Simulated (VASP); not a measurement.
# CuP (F-43m) in VASP: a series of runs

The runs below take CuP through single point, relaxation of cell and atoms, with PBE.

All numbers are computed with VASP 6.6.1; they aren't measurements. Logs are shortened: lines on timing, memory, paths and dates and some standing lists are left out, and cuts for length are marked.

### Step 1. The cell of the first run

Symmetry: F-43m, No. 216, cubic system. The conventional cell has a = 5.118 Å, b = 5.118 Å, c = 5.118 Å, α = 90.00°, β = 90.00°, γ = 90.00°. Within 2.9 Å of Cu (site symmetry -43m) lie 4 P at 2.22 Å. P (site symmetry -43m) has 4 Cu at 2.22 Å within 2.9 Å.

### Step 2. Single point, PBE

INCAR reads:

```
ALGO = Normal
EDIFF = 1E-6
ENCUT = 520
GGA = PE
ISIF = 2
ISMEAR = 0
LASPH = True
LCHARG = True
LELF = True
LREAL = False
LVHAR = True
LWAVE = False
NBANDS = 15
NELM = 80
PREC = Accurate
SIGMA = 0.1
```

KPOINTS reads:

```
k-points
0
Gamma
  6 6 6
```

POSCAR reads:

```
CuP
1.0
    0.0000000000      2.5591624785      2.5591624785
    2.5591624785      0.0000000000      2.5591624785
    2.5591624785      2.5591624785      0.0000000000
Cu P
1 1
Direct
    0.0000000000      0.0000000000      0.0000000000
    0.7500000000      0.7500000000      0.7500000000
```

Potentials or basis: VASP PAW PBE potentials, release 64 (Cu, P).

Started as:

```
$ cat potpaw_PBE.64/Cu/POTCAR potpaw_PBE.64/P/POTCAR > POTCAR
$ mpirun -np 1 vasp_std > vasp.out
```

OUTCAR:

```text
EDIFF = 1E-6
   ENCUT = 520
   GGA = PE
   ISIF = 2
   ISMEAR = 0
   LASPH = True
   LREAL = False
   NELM = 80
   PREC = Accurate

 ion  position               nearest neighbor table
   1  0.000  0.000  0.000-   2 2.22   2 2.22   2 2.22   2 2.22
   2  0.750  0.750  0.750-   1 2.22   1 2.22   1 2.22   1 2.22

  LATTYP: Found a face centered cubic cell.
 ALAT       =     5.1183249570

  Lattice vectors:

 A1 = (   0.0000000000,   2.5591624785,   2.5591624785)
 A2 = (   2.5591624785,   0.0000000000,   2.5591624785)
 A3 = (   2.5591624785,   2.5591624785,   0.0000000000)

Analysis of symmetry for initial positions (statically):
=====================================================================
 Subroutine PRICEL returns:
 Original cell was already a primitive cell.

 Routine SETGRP: Setting up the symmetry group for a
 face centered cubic supercell.

 Subroutine GETGRP returns: Found 24 space group operations
 (whereof 24 operations were pure point group operations)
 out of a pool of 48 trial point group operations.

The static configuration has the point symmetry T_d .

Analysis of symmetry for dynamics (positions and initial velocities):
=====================================================================
 Subroutine PRICEL returns:
 Original cell was already a primitive cell.

 Routine SETGRP: Setting up the symmetry group for a
 face centered cubic supercell.

 Subroutine GETGRP returns: Found 24 space group operations
 (whereof 24 operations were pure point group operations)
 out of a pool of 48 trial point group operations.

The dynamic configuration has the point symmetry T_d .

 Subroutine INISYM returns: Found 24 space group operations
 (whereof 24 operations are pure point group operations),
 and found     1 'primitive' translations

----------------------------------------------------------------------------------------

                                     Primitive cell

  volume of cell :      33.5215

  direct lattice vectors                    reciprocal lattice vectors
     0.000000000  2.559162478  2.559162478    -0.195376419  0.195376419  0.195376419
     2.559162478  0.000000000  2.559162478     0.195376419 -0.195376419  0.195376419
     2.559162478  2.559162478  0.000000000     0.195376419  0.195376419 -0.195376419

  length of vectors
     3.619202285  3.619202285  3.619202285     0.338401884  0.338401884  0.338401884

  position of ions in fractional coordinates (direct lattice)
     0.000000000  0.000000000  0.000000000
     0.750000000  0.750000000  0.750000000

  ion indices of the primitive-cell ions
   primitive index   ion index
                 1           1
                 2           2

----------------------------------------------------------------------------------------

 KPOINTS: k-points

Automatic generation of k-mesh.
 Grid dimensions read from file:
 generate k-points for:    6    6    6

 Generating k-lattice:

  Cartesian coordinates                     Fractional coordinates (reciprocal lattice)
    -0.032562736  0.032562736  0.032562736     0.166666667  0.000000000  0.000000000
     0.032562736 -0.032562736  0.032562736     0.000000000  0.166666667  0.000000000
     0.032562736  0.032562736 -0.032562736     0.000000000  0.000000000  0.166666667

  Length of vectors
     0.056400314  0.056400314  0.056400314

  Shift w.r.t. Gamma in fractional coordinates (k-lattice)
     0.000000000  0.000000000  0.000000000

 Subroutine IBZKPT returns following result:
 ===========================================

 Found     16 irreducible k-points:

 Following reciprocal coordinates:
            Coordinates               Weight
  0.000000  0.000000  0.000000      1.000000
  0.166667  0.000000  0.000000      8.000000
  0.333333  0.000000  0.000000      8.000000
  0.500000  0.000000  0.000000      4.000000
  0.166667  0.166667  0.000000      6.000000
  0.333333  0.166667  0.000000     24.000000
[... 8 lines left out ...]
 -0.333333  0.333333  0.166667     24.000000
 -0.333333  0.500000  0.166667     12.000000
   k-points           NKPTS =     16   k-points in BZ     NKDIM =     16   number of bands    NBANDS=     15
   number of dos      NEDOS =    301   number of ions     NIONS =      2
   total plane-waves  NPLWV =  21952
   dimension x,y,z NGX =    28 NGY =   28 NGZ =   28
   dimension x,y,z NGXF=    56 NGYF=   56 NGZF=   56
   ions per type =               1   1
   NGX,Y,Z   is equivalent  to a cutoff of  12.86, 12.86, 12.86 a.u.
   NGXF,Y,Z  is equivalent  to a cutoff of  25.72, 25.72, 25.72 a.u.
 SYSTEM =  unknown system
   PREC   = accura    normal or accurate (medium, high low for compatibility)
   ISTART =      0    job   : 0-new  1-cont  2-samecut
   ICHARG =      2    charge: 1-file 2-atom 10-const
   ISPIN  =      1    spin polarized calculation?
   LNONCOLLINEAR =      F non collinear calculations
   LSORBIT =      F    spin-orbit coupling
   LASPH  =      T    aspherical Exc in radial PAW
   ENCUT  =  520.0 eV  38.22 Ry    6.18 a.u.   6.73  6.73  6.73*2*pi/ulx,y,z
   NELM   =     80;   NELMIN=  2; NELMDL= -5     # of ELM steps
   EDIFF  = 0.1E-05   stopping-criterion for ELM
   LREAL  =      F    real-space projection
   EDIFFG = 0.1E-04   stopping-criterion for IOM
   NSW    =      0    number of steps for IOM
   IBRION =     -1    ionic relax: 0-MD 1-quasi-New 2-CG
   NFREE  =      0    steps in history (QN), initial steepest desc. (CG)
   ISIF   =      2    stress and relaxation
   ISYM   =      2    0-nonsym 1-usesym 2-fastsym
   POTIM  = 0.5000    time-step for ionic-motion
   TEBEG  =    0.0;   TEEND  =   0.0 temperature during run
   PSTRESS=    0.0 pullay stress
   NELECT =      16.0000    total number of electrons
   NUPDOWN=      -1.0000    fix difference up-down
   EMIN   =  10.00;   EMAX   =-10.00  energy-range for DOS
   EFERMI =   0.00;   METHOD = LEGACY
   ISMEAR =     0;   SIGMA  =   0.10  broadening in eV -4-tet -1-fermi 0-gaus
   EFERMI_NEDOS =   21; number of points for ismear=-14 and -15
   IALGO  =     38    algorithm
   IMIX   =      4    mixing-type and parameters
     AMIX     =   0.40;   BMIX     =  1.00
     AMIX_MAG =   1.60;   BMIX_MAG =  1.00
  volume/ion in A,a.u.               =      16.76       113.11
  Fermi-wavevector in a.u.,A,eV,Ry     =   1.279402  2.417719 22.270955  1.636869
  Thomas-Fermi vector in A             =   2.411889
   LORBIT       =      0    0 simple, 1 ext, 2 COOP (PROOUT), +10 PAW based schemes
   GGA     = PE    functional components
   LHFCALC =     F    Hartree Fock is set to
   AEXX    =    0.0000 exact exchange contribution
   IVDW    =     0    specifies the selected vdW correction
   LEPSILON=     F    determine dielectric tensor
   LRPA    =     F    only Hartree local field effects (RPA)
 non-spin polarized calculation
 Gauss-broadening in eV      SIGMA  =   0.10
  energy-cutoff  :      520.00
  volume of cell :       33.52
 maximum number of plane-waves:       934
   NGX = 13   NGY = 13   NGZ = 13

 number of electron      15.9999991 magnetization

 Free energy of the ion-electron system (eV)
  ---------------------------------------------------
  ext. energy  EPLUGINS =         0.00000000
  ---------------------------------------------------
  free energy    TOTEN  =        -8.52376454 eV

  energy without entropy =       -8.51521239  energy(sigma->0) =       -8.51948847

 E-fermi :   5.3635     XC(G=0): -10.4908

 val. band max:        5.1975068847   @ k =   0.5000   0.1667   0.0000
 cond. band min:       5.3917720103   @ k =  -0.3333   0.3333   0.0000
 fundamental gap:      0.1942651256
 Fermi energy:         5.3634552385

 k-point     1 :       0.0000    0.0000    0.0000
  band No.  band energies     occupation
      1      -6.8459      2.00000
      2       0.8106      2.00000
      3       0.8106      2.00000
      4       0.8106      2.00000
      5       1.8732      2.00000
      6       1.8732      2.00000
      7       8.0239      0.00000
      8       8.0239      0.00000
      9       8.0239      0.00000
     10      11.1029      0.00000
     11      12.1096      0.00000
     12      12.1096      0.00000
     13      12.1096      0.00000
     14      17.7025      0.00000
     15      17.7025      0.00000

 k-point     2 :       0.1667    0.0000    0.0000
  band No.  band energies     occupation
      1      -6.5054      2.00000
      2       0.6680      2.00000
      3       0.8749      2.00000
      4       0.8749      2.00000
      5       1.8629      2.00000
      6       1.8629      2.00000
      7       5.8901      0.00000
      8       7.5398      0.00000
      9       7.5398      0.00000
     10      11.3191      0.00000
     11      12.7338      0.00000
     12      12.7338      0.00000
     13      13.3888      0.00000
     14      16.7581      0.00000
     15      16.7581      0.00000

 k-point     3 :       0.3333    0.0000    0.0000
  band No.  band energies     occupation
      1      -5.6528      2.00000
      2       0.2940      2.00000
      3       0.9758      2.00000
      4       0.9758      2.00000
      5       1.8957      2.00000
      6       1.8957      2.00000
      7       3.2405      2.00000
      8       6.7995      0.00000
      9       6.7995      0.00000
     10      10.8707      0.00000
     11      12.9548      0.00000
     12      12.9548      0.00000
     13      15.5304      0.00000
     14      17.6046      0.00000
     15      17.6046      0.00000

 k-point     4 :       0.5000    0.0000    0.0000
  band No.  band energies     occupation
      1      -5.0693      2.00000
      2      -0.0518      2.00000
      3       1.0061      2.00000
      4       1.0061      2.00000
      5       1.9486      2.00000
      6       1.9486      2.00000
      7       2.1889      2.00000
      8       6.4774      0.00000
      9       6.4774      0.00000
     10      10.6834      0.00000
     11      12.7380      0.00000
     12      12.7380      0.00000
     13      15.9480      0.00000
     14      19.5243      0.00000
     15      19.5243      0.00000
[... 163 lines left out ...]
 k-point    14 :       0.5000    0.3333    0.1667
  band No.  band energies     occupation
      1      -5.0146      2.00000
      2       0.2798      2.00000
      3       0.9765      2.00000
      4       1.2418      2.00000
      5       1.8201      2.00000
      6       1.9677      2.00000
      7       3.3455      2.00000
      8       4.0187      2.00000
      9       5.4348      0.31306
     10      11.7665      0.00000
     11      12.4743      0.00000
     12      13.4958      0.00000
     13      16.8384      0.00000
     14      17.2471      0.00000
     15      20.8654      0.00000

 k-point    15 :      -0.3333    0.3333    0.1667
  band No.  band energies     occupation
      1      -4.5934      2.00000
      2       0.5068      2.00000
      3       0.7926      2.00000
      4       1.3678      2.00000
      5       1.7452      2.00000
      6       1.9989      2.00000
      7       2.4696      2.00000
      8       3.7485      2.00000
      9       4.8380      2.00000
     10      11.9381      0.00000
     11      12.8006      0.00000
     12      14.6843      0.00000
     13      15.8123      0.00000
     14      17.9804      0.00000
     15      21.0679      0.00000

 k-point    16 :      -0.3333    0.5000    0.1667
  band No.  band energies     occupation
      1      -4.4083      2.00000
      2       0.1762      2.00000
      3       1.2186      2.00000
      4       1.4283      2.00000
      5       1.8653      2.00000
      6       2.2975      2.00000
      7       2.3486      2.00000
      8       3.4088      2.00000
      9       4.0626      2.00000
     10      11.2237      0.00000
     11      12.0359      0.00000
     12      15.8850      0.00000
     13      16.0235      0.00000
     14      20.3344      0.00000
     15      21.3210      0.00000

------------------------ aborting loop because EDIFF is reached ----------------------------------------

  FORCE on cell =-STRESS in cart. coord.  units (eV):
  Direction    XX          YY          ZZ          XY          YZ          ZX
  --------------------------------------------------------------------------------------
  -------------------------------------------------------------------------------------
  Total        1.0603350      1.0603350      1.0603350      0.0000000      0.0000000      0.0000000
  in kB       50.6792424     50.6792424     50.6792424      0.0000000      0.0000000      0.0000000
  external PRESSURE =      50.6792424 kB  Pullay stress =       0.0000000 kB

 VOLUME and BASIS-vectors are now :
 -----------------------------------------------------------------------------
  energy-cutoff  :      520.00
  volume of cell :       33.52
      direct lattice vectors                 reciprocal lattice vectors
     0.000000000  2.559162478  2.559162478    -0.195376419  0.195376419  0.195376419
     2.559162478  0.000000000  2.559162478     0.195376419 -0.195376419  0.195376419
     2.559162478  2.559162478  0.000000000     0.195376419  0.195376419 -0.195376419

 POSITION                                       TOTAL-FORCE (eV/Angst)
 -----------------------------------------------------------------------------------
      0.00000      0.00000      0.00000         0.000000      0.000000      0.000000
      3.83874      3.83874      3.83874        -0.000000     -0.000000     -0.000000
 -----------------------------------------------------------------------------------
    total drift:                               -0.000001     -0.000001     -0.000001

  FREE ENERGIE OF THE ION-ELECTRON SYSTEM (eV)
  ---------------------------------------------------
  free  energy   TOTEN  =        -8.5237645369 eV

  energy  without entropy=       -8.5152123936  energy(sigma->0) =       -8.51948847
```

Run time: 5.4 s. Hardware: 1 thread of Intel Xeon 6975P-C (Granite Rapids), shared host; peak memory 0.15 GiB.

What came out:

```
Free energy            : -8.5238 eV
Pressure               : 5.1 GPa
Band gap on the k mesh : zero (band 8 reaches 8.02 eV, above the bottom of band 9 at 4.06 eV)
```

Levels at points of the mesh, in eV from the Fermi level:
```
           k point  band 5  band 6  band 7  band 8  band 9  band 10  band 11  band 12
(0.00, 0.00, 0.00)   -3.49   -3.49    2.66    2.66    2.66     5.74     6.75     6.75
(0.50, 0.00, 0.00)   -3.41   -3.41   -3.17    1.11    1.11     5.32     7.37     7.37
(0.50, 0.50, 0.00)   -3.39   -3.29   -2.80   -1.13   -1.13     4.09     4.75    13.94
```

(Part 1 of 2 ends here.)
